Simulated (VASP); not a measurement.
# Ge in VASP: a series of runs, part 2 of 2

VASP 6.6.1. The steps go on from the part before.

### Step 3. Single point, LDA

Input file INCAR:

```
SYSTEM = Ge
PREC = Accurate
ENCUT = 520
EDIFF = 1E-7
ISMEAR = 0
SIGMA = 0.1
LREAL = .FALSE.
LASPH = .TRUE.
NELM = 80
ALGO = Normal
ISIF = 2
LWAVE = .FALSE.
LCHARG = .FALSE.
LDIPOL = .TRUE.
IDIPOL = 3
DIPOL = 0.5 0.5 0.500
GGA = CA
NBANDS = 21
```

Input file KPOINTS:

```
Automatic mesh
0
G
  12 12 1
  0 0 0
```

Input file POSCAR:

```
Ge
1.0
    4.1490000000      0.0000000000      0.0000000000
   -2.0745000000      3.5931394003      0.0000000000
    0.0000000000      0.0000000000     28.0000000000
Ge
2
Direct
    0.3333333333      0.6666666667      0.5101964286
    0.6666666667      0.3333333333      0.4898035714
```

Potentials or basis: VASP PAW LDA potentials, release 64 (Ge_d).

Launch:

```bash
$ cat potpaw_LDA.64/Ge_d/POTCAR > POTCAR
$ mpirun -np 1 vasp_std > vasp.out
```

OUTCAR:

```text
SYSTEM = Ge
   PREC = Accurate
   ENCUT = 520
   EDIFF = 1E-7
   ISMEAR = 0
   LREAL = .FALSE.
   LASPH = .TRUE.
   NELM = 80
   ISIF = 2
   GGA = CA

 ion  position               nearest neighbor table
   1  0.333  0.667  0.510-   2 2.46   2 2.46   2 2.46
   2  0.667  0.333  0.490-   1 2.46   1 2.46   1 2.46

  LATTYP: Found a hexagonal cell.
 ALAT       =     4.1490000000
 C/A-ratio  =     6.7486141239

  Lattice vectors:

 A1 = (   4.1490000000,   0.0000000000,   0.0000000000)
 A2 = (  -2.0745000000,   3.5931394003,   0.0000000000)
 A3 = (   0.0000000000,   0.0000000000,  28.0000000000)

Analysis of symmetry for initial positions (statically):
=====================================================================
 Subroutine PRICEL returns:
 Original cell was already a primitive cell.

 Routine SETGRP: Setting up the symmetry group for a
 hexagonal supercell.

 Subroutine GETGRP returns: Found 12 space group operations
 (whereof 12 operations were pure point group operations)
 out of a pool of 24 trial point group operations.

The static configuration has the point symmetry D_3d.

Analysis of symmetry for dynamics (positions and initial velocities):
=====================================================================
 Subroutine PRICEL returns:
 Original cell was already a primitive cell.

 Routine SETGRP: Setting up the symmetry group for a
 hexagonal supercell.

 Subroutine GETGRP returns: Found 12 space group operations
 (whereof 12 operations were pure point group operations)
 out of a pool of 24 trial point group operations.

The dynamic configuration has the point symmetry D_3d.

 Subroutine INISYM returns: Found 12 space group operations
 (whereof 12 operations are pure point group operations),
 and found     1 'primitive' translations

----------------------------------------------------------------------------------------

                                     Primitive cell

  volume of cell :     417.4222

  direct lattice vectors                    reciprocal lattice vectors
     4.149000000  0.000000000  0.000000000     0.241021933  0.139154078  0.000000000
    -2.074500000  3.593139400  0.000000000     0.000000000  0.278308156  0.000000000
     0.000000000  0.000000000 28.000000000     0.000000000  0.000000000  0.035714286

  length of vectors
     4.149000000  4.149000000 28.000000000     0.278308156  0.278308156  0.035714286

  position of ions in fractional coordinates (direct lattice)
     0.333333333  0.666666667  0.510196429
     0.666666667  0.333333333  0.489803571

  ion indices of the primitive-cell ions
   primitive index   ion index
                 1           1
                 2           2

----------------------------------------------------------------------------------------

 KPOINTS: Automatic mesh

Automatic generation of k-mesh.
 Grid dimensions read from file:
 generate k-points for:   12   12    1

 Generating k-lattice:

  Cartesian coordinates                     Fractional coordinates (reciprocal lattice)
     0.020085161  0.011596173  0.000000000     0.083333333  0.000000000  0.000000000
     0.000000000  0.023192346  0.000000000     0.000000000  0.083333333  0.000000000
     0.000000000  0.000000000  0.035714286     0.000000000  0.000000000  1.000000000

  Length of vectors
     0.023192346  0.023192346  0.035714286

  Shift w.r.t. Gamma in fractional coordinates (k-lattice)
     0.000000000  0.000000000  0.000000000

 Subroutine IBZKPT returns following result:
 ===========================================

 Found     19 irreducible k-points:

 Following reciprocal coordinates:
            Coordinates               Weight
  0.000000  0.000000  0.000000      1.000000
  0.083333  0.000000  0.000000      6.000000
  0.166667  0.000000  0.000000      6.000000
  0.250000 -0.000000  0.000000      6.000000
  0.333333  0.000000  0.000000      6.000000
  0.416667  0.000000  0.000000      6.000000
[... 11 lines left out ...]
  0.333333  0.250000  0.000000     12.000000
  0.333333  0.333333  0.000000      2.000000
   k-points           NKPTS =     19   k-points in BZ     NKDIM =     19   number of bands    NBANDS=     21
   number of dos      NEDOS =    301   number of ions     NIONS =      2
   total plane-waves  NPLWV = 215040
   dimension x,y,z NGX =    32 NGY =   32 NGZ =  210
   dimension x,y,z NGXF=    64 NGYF=   64 NGZF=  420
   ions per type =               2
   NGX,Y,Z   is equivalent  to a cutoff of  12.82, 12.82, 12.47 a.u.
   NGXF,Y,Z  is equivalent  to a cutoff of  25.64, 25.64, 24.94 a.u.
 SYSTEM =  Ge
   PREC   = accura    normal or accurate (medium, high low for compatibility)
   ISTART =      0    job   : 0-new  1-cont  2-samecut
   ICHARG =      2    charge: 1-file 2-atom 10-const
   ISPIN  =      1    spin polarized calculation?
   LNONCOLLINEAR =      F non collinear calculations
   LSORBIT =      F    spin-orbit coupling
   LASPH  =      T    aspherical Exc in radial PAW
   ENCUT  =  520.0 eV  38.22 Ry    6.18 a.u.   7.71  7.71 52.06*2*pi/ulx,y,z
   NELM   =     80;   NELMIN=  2; NELMDL= -5     # of ELM steps
   EDIFF  = 0.1E-06   stopping-criterion for ELM
   LREAL  =      F    real-space projection
   EDIFFG = 0.1E-05   stopping-criterion for IOM
   NSW    =      0    number of steps for IOM
   IBRION =     -1    ionic relax: 0-MD 1-quasi-New 2-CG
   NFREE  =      0    steps in history (QN), initial steepest desc. (CG)
   ISIF   =      2    stress and relaxation
   ISYM   =      2    0-nonsym 1-usesym 2-fastsym
   POTIM  = 0.5000    time-step for ionic-motion
   TEBEG  =    0.0;   TEEND  =   0.0 temperature during run
   PSTRESS=    0.0 pullay stress
   NELECT =      28.0000    total number of electrons
   NUPDOWN=      -1.0000    fix difference up-down
   EMIN   =  10.00;   EMAX   =-10.00  energy-range for DOS
   EFERMI =   0.00;   METHOD = LEGACY
   ISMEAR =     0;   SIGMA  =   0.10  broadening in eV -4-tet -1-fermi 0-gaus
   EFERMI_NEDOS =   21; number of points for ismear=-14 and -15
   IALGO  =     38    algorithm
   IMIX   =      4    mixing-type and parameters
     AMIX     =   0.40;   BMIX     =  1.00
     AMIX_MAG =   1.60;   BMIX_MAG =  1.00
  volume/ion in A,a.u.               =     208.71      1408.45
  Fermi-wavevector in a.u.,A,eV,Ry     =   0.665175  1.256998  6.019997  0.442457
  Thomas-Fermi vector in A             =   1.739089
   LORBIT       =      0    0 simple, 1 ext, 2 COOP (PROOUT), +10 PAW based schemes
   GGA     = CA    functional components
   LHFCALC =     F    Hartree Fock is set to
   AEXX    =    0.0000 exact exchange contribution
   IVDW    =     0    specifies the selected vdW correction
   LEPSILON=     F    determine dielectric tensor
   LRPA    =     F    only Hartree local field effects (RPA)
 non-spin polarized calculation
 Gauss-broadening in eV      SIGMA  =   0.10
  energy-cutoff  :      520.00
  volume of cell :      417.42
 maximum number of plane-waves:     11291
 NGX is ok and might be reduce to    32
   NGX = 15   NGY = 15   NGZ =105

 number of electron      28.0000014 magnetization

 dipolmoment           0.000000      0.000000     -0.000000 electrons x Angstroem

 Free energy of the ion-electron system (eV)
  ---------------------------------------------------
  ext. energy  EPLUGINS =         0.00000000
  ---------------------------------------------------
  free energy    TOTEN  =        -9.02809048 eV

  energy without entropy =       -9.02684214  energy(sigma->0) =       -9.02746631

 E-fermi :  -3.7378     XC(G=0):  -1.6490

 val. band max:       -4.1897037796   @ k =   0.3333   0.2500   0.0000
 cond. band min:      -3.6900766847   @ k =   0.3333   0.3333   0.0000
 fundamental gap:      0.4996270949
 Fermi energy:        -3.7377703110

 k-point     1 :       0.0000    0.0000    0.0000
  band No.  band energies     occupation
      1     -28.5255      2.00000
      2     -28.5255      2.00000
      3     -28.5073      2.00000
      4     -28.4925      2.00000
      5     -28.4925      2.00000
      6     -28.4068      2.00000
[... 430 lines left out ...]
      5     -28.4114      2.00000
      6     -28.4114      2.00000
[... 13 lines left out ...]
     20       3.0694      0.00000
     21       3.0694      0.00000

------------------------ aborting loop because EDIFF is reached ----------------------------------------

 vacuum level on the upper side and lower side of the slab       (xc-potential included)        -0.006        -0.006

  FORCE on cell =-STRESS in cart. coord.  units (eV):
  Direction    XX          YY          ZZ          XY          YZ          ZX
  --------------------------------------------------------------------------------------
  -------------------------------------------------------------------------------------
  Total       -2.5592521     -2.5592521     -0.0055313      0.0000000      0.0000000      0.0000000
  in kB       -9.8230901     -9.8230901     -0.0212305      0.0000000      0.0000000      0.0000000
  external PRESSURE =      -6.5558036 kB  Pullay stress =       0.0000000 kB

 VOLUME and BASIS-vectors are now :
 -----------------------------------------------------------------------------
  energy-cutoff  :      520.00
  volume of cell :      417.42
      direct lattice vectors                 reciprocal lattice vectors
     4.149000000  0.000000000  0.000000000     0.241021933  0.139154078  0.000000000
    -2.074500000  3.593139400  0.000000000     0.000000000  0.278308156  0.000000000
     0.000000000  0.000000000 28.000000000     0.000000000  0.000000000  0.035714286

 POSITION                                       TOTAL-FORCE (eV/Angst)
 -----------------------------------------------------------------------------------
     -0.00000      2.39543     14.28550        -0.000000     -0.000000      0.014610
      2.07450      1.19771     13.71450         0.000000      0.000000     -0.014610
 -----------------------------------------------------------------------------------
    total drift:                               -0.000000      0.000000      0.000000

  FREE ENERGIE OF THE ION-ELECTRON SYSTEM (eV)
  ---------------------------------------------------
  free  energy   TOTEN  =        -9.0280904838 eV

  energy  without entropy=       -9.0268421395  energy(sigma->0) =       -9.02746631

 vacuum level on the upper side and lower side of the slab         1.013         1.013
```

OSZICAR:

```text
N       E                     dE             d eps       ncg     rms          rms(c)
DAV:   1     0.151696970115E+03    0.15170E+03   -0.13810E+04   950   0.126E+03
DAV:   2     0.664620656326E+01   -0.14505E+03   -0.14041E+03  1113   0.246E+02
DAV:   3    -0.849084593492E+01   -0.15137E+02   -0.15086E+02  1015   0.102E+02
DAV:   4    -0.915540771873E+01   -0.66456E+00   -0.66412E+00  1022   0.252E+01
[... 14 lines left out ...]
DAV:  19    -0.902808801333E+01   -0.49317E-05   -0.12119E-07   757   0.194E-03    0.136E-04
DAV:  20    -0.902808983457E+01   -0.18212E-05   -0.26683E-08   800   0.100E-03    0.165E-04
DAV:  21    -0.902809031506E+01   -0.48049E-06   -0.51920E-09   686   0.833E-04    0.418E-05
DAV:  22    -0.902809046546E+01   -0.15040E-06   -0.57959E-10   652   0.337E-04    0.398E-05
DAV:  23    -0.902809048382E+01   -0.18358E-07    0.47529E-10   644   0.205E-04
   1 F= -.90280905E+01 E0= -.90274663E+01  d E =-.124834E-02
```

stdout:

```text
POSCAR found type information on POSCAR Ge
 POSCAR found :  1 types and       2 ions
 scaLAPACK will be used
 LDA part: xc-table for (Slater(with rela. corr.)+CA(PZ))
 , standard interpolation
 POSCAR, INCAR and KPOINTS ok, starting setup
 FFT: planning ... GRIDC
 FFT: planning ... GRID_SOFT
 FFT: planning ... GRID
 WAVECAR not read
 entering main loop
```

Wall time 3.2 min (1 thread of Intel Xeon 6975P-C, shared host); peak memory 0.42 GiB.

What came out:

```yaml
Free_energy: -9.0281 eV
Largest_force: 0.015 eV/Å
Band_gap_on_the_k_mesh: zero (band 14 reaches -3.69 eV, above the bottom of band 15 at -4.19 eV)
```

Forces in eV/Å, atoms in the order of the input:
```
Ge   0.000  0.000  0.015
Ge   0.000  0.000 -0.015
```

### Step 4. Single point, LDA

Input file INCAR:

```
SYSTEM = Ge
PREC     = Accurate       ! precision mode
ENCUT    = 520            ! plane-wave cutoff, eV
EDIFF    = 1E-7           ! SCF threshold, eV
ISMEAR   = 0              ! smearing method
SIGMA    = 0.1            ! smearing width, eV
LREAL    = .FALSE.        ! projectors in reciprocal space
LASPH    = .TRUE.         ! aspherical terms in the spheres
NELM     = 80             ! most SCF steps
ALGO     = Normal         ! electronic algorithm
ISIF     = 2              ! what is computed and relaxed
LWAVE    = .FALSE.        ! write WAVECAR
LCHARG   = .FALSE.        ! write CHGCAR
LDIPOL   = .TRUE.       
IDIPOL   = 3            
DIPOL    = 0.5 0.5 0.500
NBANDS   = 21             ! bands
```

Input file KPOINTS:

```
regular mesh
0
G
  12 12 1
  0 0 0
```

Input file POSCAR:

```
Ge
1.0
    4.1490000000      0.0000000000      0.0000000000
   -2.0745000000      3.5931394003      0.0000000000
    0.0000000000      0.0000000000     28.0000000000
Ge
2
Direct
    0.3333333333      0.6666666667      0.5153035714
    0.6666666667      0.3333333333      0.4846964286
```

Potentials or basis: VASP PAW LDA potentials, release 64 (Ge_d).

Launch:

```bash
$ cat potpaw_LDA.64/Ge_d/POTCAR > POTCAR
$ mpirun -np 1 vasp_std > vasp.out
```

OUTCAR:

```text
SYSTEM = Ge
   PREC = Accurate
   ENCUT = 520
   EDIFF = 1E-7
   ISMEAR = 0
   LREAL = .FALSE.
   LASPH = .TRUE.
   NELM = 80
   ISIF = 2

 ion  position               nearest neighbor table
   1  0.333  0.667  0.515-   2 2.54   2 2.54   2 2.54
   2  0.667  0.333  0.485-   1 2.54   1 2.54   1 2.54

  LATTYP: Found a hexagonal cell.
 ALAT       =     4.1490000000
 C/A-ratio  =     6.7486141239

  Lattice vectors:

 A1 = (   4.1490000000,   0.0000000000,   0.0000000000)
 A2 = (  -2.0745000000,   3.5931394003,   0.0000000000)
 A3 = (   0.0000000000,   0.0000000000,  28.0000000000)

Analysis of symmetry for initial positions (statically):
=====================================================================
 Subroutine PRICEL returns:
 Original cell was already a primitive cell.

 Routine SETGRP: Setting up the symmetry group for a
 hexagonal supercell.

 Subroutine GETGRP returns: Found 12 space group operations
 (whereof 12 operations were pure point group operations)
 out of a pool of 24 trial point group operations.

The static configuration has the point symmetry D_3d.

Analysis of symmetry for dynamics (positions and initial velocities):
=====================================================================
 Subroutine PRICEL returns:
 Original cell was already a primitive cell.

 Routine SETGRP: Setting up the symmetry group for a
 hexagonal supercell.

 Subroutine GETGRP returns: Found 12 space group operations
 (whereof 12 operations were pure point group operations)
 out of a pool of 24 trial point group operations.

The dynamic configuration has the point symmetry D_3d.

 Subroutine INISYM returns: Found 12 space group operations
 (whereof 12 operations are pure point group operations),
 and found     1 'primitive' translations

----------------------------------------------------------------------------------------

[... 108 lines left out ...]
  Fermi-wavevector in a.u.,A,eV,Ry     =   0.665175  1.256998  6.019997  0.442457
  Thomas-Fermi vector in A             =   1.739089
   LORBIT       =      0    0 simple, 1 ext, 2 COOP (PROOUT), +10 PAW based schemes
   GGA     = CA    functional components
   LHFCALC =     F    Hartree Fock is set to
   AEXX    =    0.0000 exact exchange contribution
   IVDW    =     0    specifies the selected vdW correction
   LEPSILON=     F    determine dielectric tensor
   LRPA    =     F    only Hartree local field effects (RPA)
 non-spin polarized calculation
 Gauss-broadening in eV      SIGMA  =   0.10
  energy-cutoff  :      520.00
  volume of cell :      417.42
 maximum number of plane-waves:     11291
 NGX is ok and might be reduce to    32
   NGX = 15   NGY = 15   NGZ =105

 number of electron      28.0000024 magnetization

 dipolmoment           0.000000      0.000000     -0.000000 electrons x Angstroem

 Free energy of the ion-electron system (eV)
  ---------------------------------------------------
  ext. energy  EPLUGINS =         0.00000000
  ---------------------------------------------------
  free energy    TOTEN  =        -8.87899983 eV

  energy without entropy =       -8.87678067  energy(sigma->0) =       -8.87789025

 E-fermi :  -3.7758     XC(G=0):  -1.6787

 val. band max:       -3.8046755749   @ k =   0.3333   0.3333   0.0000
 cond. band min:      -3.3708623824   @ k =   0.3333   0.2500   0.0000
 fundamental gap:      0.4338131925
 Fermi energy:        -3.7757801346

 k-point     1 :       0.0000    0.0000    0.0000
  band No.  band energies     occupation
      1     -28.1765      2.00000
      2     -28.1765      2.00000
      3     -28.1322      2.00000
      4     -28.1304      2.00000
      5     -28.1304      2.00000
      6     -28.1214      2.00000
[... 445 lines left out ...]
     20       3.1200      0.00000
     21       3.2369      0.00000

------------------------ aborting loop because EDIFF is reached ----------------------------------------

 vacuum level on the upper side and lower side of the slab       (xc-potential included)        -0.006        -0.006

  FORCE on cell =-STRESS in cart. coord.  units (eV):
  Direction    XX          YY          ZZ          XY          YZ          ZX
  --------------------------------------------------------------------------------------
  -------------------------------------------------------------------------------------
  Total       -2.9305822     -2.9305822     -0.9732854      0.0000000      0.0000000      0.0000000
  in kB      -11.2483536    -11.2483536     -3.7357281      0.0000000      0.0000000      0.0000000
  external PRESSURE =      -8.7441451 kB  Pullay stress =       0.0000000 kB

 VOLUME and BASIS-vectors are now :
 -----------------------------------------------------------------------------
  energy-cutoff  :      520.00
  volume of cell :      417.42
      direct lattice vectors                 reciprocal lattice vectors
     4.149000000  0.000000000  0.000000000     0.241021933  0.139154078  0.000000000
    -2.074500000  3.593139400  0.000000000     0.000000000  0.278308156  0.000000000
     0.000000000  0.000000000 28.000000000     0.000000000  0.000000000  0.035714286

 POSITION                                       TOTAL-FORCE (eV/Angst)
 -----------------------------------------------------------------------------------
     -0.00000      2.39543     14.42850         0.000000     -0.000000     -1.120926
      2.07450      1.19771     13.57150        -0.000000      0.000000      1.120926
 -----------------------------------------------------------------------------------
    total drift:                               -0.000000      0.000000     -0.000000

  FREE ENERGIE OF THE ION-ELECTRON SYSTEM (eV)
  ---------------------------------------------------
  free  energy   TOTEN  =        -8.8789998284 eV

  energy  without entropy=       -8.8767806746  energy(sigma->0) =       -8.87789025

 vacuum level on the upper side and lower side of the slab         0.974         0.974
```

Run time: 3 min. Hardware: 1 thread of Intel Xeon 6975P-C, shared host; peak memory 0.43 GiB.

Results:

- Free energy: -8.8790 eV
- Largest force: 1.121 eV/Å
- Band gap on the k mesh: zero (filled and empty bands touch)

Forces in eV/Å, atoms in the order of the input:
```
Ge   0.000  0.000 -1.121
Ge   0.000  0.000  1.121
```
